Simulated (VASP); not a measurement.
# CsBr (Pm-3m) in VASP: notebook, part 2 of 3

VASP 6.6.1. The steps go on from the part before.

**3. Relaxation of the atoms, PBE**

This run uses another cell than the first one, of 36.42 Å³/atom.

Contents of INCAR:

```
ALGO = Normal
EDIFF = 1E-7
EDIFFG = -0.01
ENCUT = 450
GGA = PE
GGA_COMPAT = False
IBRION = 2
ISIF = 2
ISMEAR = -1
LASPH = True
LCHARG = False
LREAL = False
LWAVE = False
NELM = 120
NELMIN = 4
NSW = 50
PREC = Accurate
SIGMA = 0.03
```

Contents of KPOINTS:

```
k-points
0
Gamma
  7 7 7
```

Contents of POSCAR:

```
CsBr
1.0
    4.1763423352      0.0000000000      0.0000000000
    0.0000000000      4.1763423352      0.0000000000
    0.0000000000      0.0000000000      4.1763423352
Cs Br
1 1
Direct
    0.0000000000      0.0000000000      0.0000000000
    0.5000000000      0.5000000000      0.5000000000
```

Potentials or basis: VASP PAW PBE potentials, release 64 (Cs_sv, Br).

Started as:

```bash
$ cat potpaw_PBE.64/Cs_sv/POTCAR potpaw_PBE.64/Br/POTCAR > POTCAR
$ mpirun -np 1 vasp_std > vasp.out
```

OUTCAR:

```text
EDIFF = 1E-7
   EDIFFG = -0.01
   ENCUT = 450
   GGA = PE
   IBRION = 2
   ISIF = 2
   ISMEAR = -1
   LASPH = True
   LREAL = False
   NELM = 120
   NELMIN = 4
   NSW = 50
   PREC = Accurate

 ion  position               nearest neighbor table
   1  0.000  0.000  0.000-
   2  0.500  0.500  0.500-

  LATTYP: Found a simple cubic cell.
 ALAT       =     4.1763423352

  Lattice vectors:

 A1 = (   4.1763423352,   0.0000000000,   0.0000000000)
 A2 = (   0.0000000000,   4.1763423352,   0.0000000000)
 A3 = (   0.0000000000,   0.0000000000,   4.1763423352)

Analysis of symmetry for initial positions (statically):
=====================================================================
 Subroutine PRICEL returns:
 Original cell was already a primitive cell.

 Routine SETGRP: Setting up the symmetry group for a
 simple cubic supercell.

 Subroutine GETGRP returns: Found 48 space group operations
 (whereof 48 operations were pure point group operations)
 out of a pool of 48 trial point group operations.

The static configuration has the point symmetry O_h .

Analysis of symmetry for dynamics (positions and initial velocities):
=====================================================================
 Subroutine PRICEL returns:
 Original cell was already a primitive cell.

 Routine SETGRP: Setting up the symmetry group for a
 simple cubic supercell.

 Subroutine GETGRP returns: Found 48 space group operations
 (whereof 48 operations were pure point group operations)
 out of a pool of 48 trial point group operations.

The dynamic configuration has the point symmetry O_h .

 Subroutine INISYM returns: Found 48 space group operations
 (whereof 48 operations are pure point group operations),
 and found     1 'primitive' translations

----------------------------------------------------------------------------------------

                                     Primitive cell

  volume of cell :      72.8431

  direct lattice vectors                    reciprocal lattice vectors
     4.176342335  0.000000000  0.000000000     0.239443973  0.000000000  0.000000000
     0.000000000  4.176342335  0.000000000     0.000000000  0.239443973  0.000000000
     0.000000000  0.000000000  4.176342335     0.000000000  0.000000000  0.239443973

  length of vectors
     4.176342335  4.176342335  4.176342335     0.239443973  0.239443973  0.239443973

  position of ions in fractional coordinates (direct lattice)
     0.000000000  0.000000000  0.000000000
     0.500000000  0.500000000  0.500000000

  ion indices of the primitive-cell ions
   primitive index   ion index
                 1           1
                 2           2

----------------------------------------------------------------------------------------

 KPOINTS: k-points

Automatic generation of k-mesh.
 Grid dimensions read from file:
 generate k-points for:    7    7    7

 Generating k-lattice:

  Cartesian coordinates                     Fractional coordinates (reciprocal lattice)
     0.034206282  0.000000000  0.000000000     0.142857143  0.000000000  0.000000000
     0.000000000  0.034206282  0.000000000     0.000000000  0.142857143  0.000000000
     0.000000000  0.000000000  0.034206282     0.000000000  0.000000000  0.142857143

  Length of vectors
[... 33 lines left out ...]
   number of dos      NEDOS =    301   number of ions     NIONS =      2
   total plane-waves  NPLWV =  27000
   dimension x,y,z NGX =    30 NGY =   30 NGZ =   30
   dimension x,y,z NGXF=    60 NGYF=   60 NGZF=   60
   ions per type =               1   1
   NGX,Y,Z   is equivalent  to a cutoff of  11.94, 11.94, 11.94 a.u.
   NGXF,Y,Z  is equivalent  to a cutoff of  23.88, 23.88, 23.88 a.u.
 SYSTEM =  unknown system
   PREC   = accura    normal or accurate (medium, high low for compatibility)
   ISTART =      0    job   : 0-new  1-cont  2-samecut
   ICHARG =      2    charge: 1-file 2-atom 10-const
   ISPIN  =      1    spin polarized calculation?
   LNONCOLLINEAR =      F non collinear calculations
   LSORBIT =      F    spin-orbit coupling
   LASPH  =      T    aspherical Exc in radial PAW
   ENCUT  =  450.0 eV  33.07 Ry    5.75 a.u.   7.22  7.22  7.22*2*pi/ulx,y,z
   NELM   =    120;   NELMIN=  4; NELMDL= -5     # of ELM steps
   EDIFF  = 0.1E-06   stopping-criterion for ELM
   LREAL  =      F    real-space projection
   EDIFFG = -.1E-01   stopping-criterion for IOM
   NSW    =     50    number of steps for IOM
   IBRION =      2    ionic relax: 0-MD 1-quasi-New 2-CG
   NFREE  =      1    steps in history (QN), initial steepest desc. (CG)
   ISIF   =      2    stress and relaxation
   ISYM   =      2    0-nonsym 1-usesym 2-fastsym
   POTIM  = 0.5000    time-step for ionic-motion
   TEBEG  =    0.0;   TEEND  =   0.0 temperature during run
   PSTRESS=    0.0 pullay stress
   NELECT =      16.0000    total number of electrons
   NUPDOWN=      -1.0000    fix difference up-down
   EMIN   =  10.00;   EMAX   =-10.00  energy-range for DOS
   EFERMI =   0.00;   METHOD = LEGACY
   ISMEAR =    -1;   SIGMA  =   0.03  broadening in eV -4-tet -1-fermi 0-gaus
   EFERMI_NEDOS =   21; number of points for ismear=-14 and -15
   IALGO  =     38    algorithm
   IMIX   =      4    mixing-type and parameters
     AMIX     =   0.40;   BMIX     =  1.00
     AMIX_MAG =   1.60;   BMIX_MAG =  1.00
  volume/ion in A,a.u.               =      36.42       245.78
  Fermi-wavevector in a.u.,A,eV,Ry     =   0.987761  1.866598 13.274832  0.975673
  Thomas-Fermi vector in A             =   2.119239
   LORBIT       =      0    0 simple, 1 ext, 2 COOP (PROOUT), +10 PAW based schemes
   GGA     = PE    functional components
   LHFCALC =     F    Hartree Fock is set to
   AEXX    =    0.0000 exact exchange contribution
   IVDW    =     0    specifies the selected vdW correction
   LEPSILON=     F    determine dielectric tensor
   LRPA    =     F    only Hartree local field effects (RPA)
 conjugate gradient relaxation of ions
 non-spin polarized calculation
  energy-cutoff  :      450.00
  volume of cell :       72.84
 maximum number of plane-waves:      1592
 NGX is ok and might be reduce to    30
   NGX = 15   NGY = 15   NGZ = 15

 number of electron      16.0000001 magnetization

 Free energy of the ion-electron system (eV)
  ---------------------------------------------------
  ext. energy  EPLUGINS =         0.00000000
  ---------------------------------------------------
  free energy    TOTEN  =        -5.93535054 eV

  energy without entropy =       -5.93535054  energy(sigma->0) =       -5.93535054

 E-fermi :   0.7400     XC(G=0):  -8.4262

 val. band max:        0.1349811596   @ k =   0.0000   0.0000   0.0000
 cond. band min:       4.9306063382   @ k =   0.0000   0.0000   0.0000
 fundamental gap:      4.7956251786
 Fermi energy:         0.7399858551

 k-point     1 :       0.0000    0.0000    0.0000
  band No.  band energies     occupation
      1     -19.5696      2.00000
      2     -12.3583      2.00000
      3      -6.1262      2.00000
      4      -6.1262      2.00000
      5      -6.1262      2.00000
      6       0.1350      2.00000
      7       0.1350      2.00000
      8       0.1350      2.00000
      9       4.9306      0.00000
     10       4.9306      0.00000
     11       4.9584      0.00000
     12       9.4805      0.00000
[... 271 lines left out ...]
 k-point    20 :       0.4286    0.4286    0.4286
  band No.  band energies     occupation
      1     -19.3806      2.00000
      2     -12.1582      2.00000
      3      -6.6210      2.00000
      4      -6.5978      2.00000
      5      -6.5978      2.00000
      6      -1.1857      2.00000
      7      -1.1857      2.00000
      8      -1.0646      2.00000
      9       8.0027      0.00000
     10       8.5875      0.00000
     11       8.5875      0.00000
     12       9.5260      0.00000

------------------------ aborting loop because EDIFF is reached ----------------------------------------

  FORCE on cell =-STRESS in cart. coord.  units (eV):
  Direction    XX          YY          ZZ          XY          YZ          ZX
  --------------------------------------------------------------------------------------
  -------------------------------------------------------------------------------------
  Total        1.2441405      1.2441405      1.2441405      0.0000000      0.0000000      0.0000000
  in kB       27.3647658     27.3647658     27.3647658      0.0000000      0.0000000      0.0000000
  external PRESSURE =      27.3647658 kB  Pullay stress =       0.0000000 kB

 VOLUME and BASIS-vectors are now :
 -----------------------------------------------------------------------------
  energy-cutoff  :      450.00
  volume of cell :       72.84
      direct lattice vectors                 reciprocal lattice vectors
     4.176342335  0.000000000  0.000000000     0.239443973  0.000000000  0.000000000
     0.000000000  4.176342335  0.000000000     0.000000000  0.239443973  0.000000000
     0.000000000  0.000000000  4.176342335     0.000000000  0.000000000  0.239443973

 POSITION                                       TOTAL-FORCE (eV/Angst)
 -----------------------------------------------------------------------------------
      0.00000      0.00000      0.00000         0.000000      0.000000      0.000000
      2.08817      2.08817      2.08817         0.000000      0.000000      0.000000
 -----------------------------------------------------------------------------------
    total drift:                                0.000000      0.000000     -0.000000

  FREE ENERGIE OF THE ION-ELECTRON SYSTEM (eV)
  ---------------------------------------------------
  free  energy   TOTEN  =        -5.9353505387 eV

  energy  without entropy=       -5.9353505387  energy(sigma->0) =       -5.93535054

 reached required accuracy - stopping structural energy minimisation
```

OSZICAR:

```text
N       E                     dE             d eps       ncg     rms          rms(c)
DAV:   1     0.925955371332E+02    0.92596E+02   -0.63747E+03   480   0.102E+03
DAV:   2     0.518874139957E-01   -0.92544E+02   -0.86373E+02   764   0.176E+02
DAV:   3    -0.612142601630E+01   -0.61733E+01   -0.61534E+01   592   0.522E+01
DAV:   4    -0.618064112341E+01   -0.59215E-01   -0.59198E-01   552   0.603E+00
DAV:   5    -0.618113411039E+01   -0.49299E-03   -0.49289E-03   608   0.533E-01    0.185E+00
DAV:   6    -0.596632654705E+01    0.21481E+00   -0.32673E-01   544   0.313E+00    0.113E+00
DAV:   7    -0.593242524098E+01    0.33901E-01   -0.17635E-01   588   0.230E+00    0.574E-01
DAV:   8    -0.593499245067E+01   -0.25672E-02   -0.10465E-02   548   0.734E-01    0.908E-02
DAV:   9    -0.593527719345E+01   -0.28474E-03   -0.14716E-03   564   0.268E-01    0.689E-02
DAV:  10    -0.593534345158E+01   -0.66258E-04   -0.11317E-04   572   0.842E-02    0.181E-02
DAV:  11    -0.593535077550E+01   -0.73239E-05   -0.31202E-05   584   0.412E-02    0.416E-03
DAV:  12    -0.593535045531E+01    0.32019E-06   -0.28132E-06   572   0.129E-02    0.941E-04
DAV:  13    -0.593535053872E+01   -0.83409E-07   -0.17821E-07   484   0.275E-03
   1 F= -.59353505E+01 E0= -.59353505E+01  d E =-.593535E+01
```

CONTCAR:

```text
CsBr
   1.00000000000000
     4.1763423352000002    0.0000000000000000    0.0000000000000000
     0.0000000000000000    4.1763423352000002    0.0000000000000000
     0.0000000000000000    0.0000000000000000    4.1763423352000002
  Cs              Br
     1     1
Direct
     0.0000000000000000    0.0000000000000000    0.0000000000000000
     0.5000000000000000    0.5000000000000000    0.5000000000000000

  0.00000000E+00  0.00000000E+00  0.00000000E+00
  0.00000000E+00  0.00000000E+00  0.00000000E+00
```

Run time: 19 s. Hardware: 1 thread of Oxide Virtual Turin-like, shared host; peak memory 0.14 GiB.

Results:

```yaml
Free_energy: -5.9354 eV
Pressure_after_relaxing: 2.7 GPa
Band_gap_on_the_k_mesh: 4.80 eV
```

Final structure:
```xyz
2
Lattice="4.1763 0.0000 0.0000 0.0000 4.1763 0.0000 0.0000 0.0000 4.1763" Properties=species:S:1:pos:R:3 pbc="T T T"
Cs    0.0000    0.0000    0.0000
Br    2.0882    2.0882    2.0882
```

Caveat: the relaxation stopped at its first step, so nothing moved; spin-orbit coupling is left out, which moves the levels of the heavy elements; an odd mesh through Γ misses points on the zone boundary, where band edges can lie.

[end of part 2 of 3]
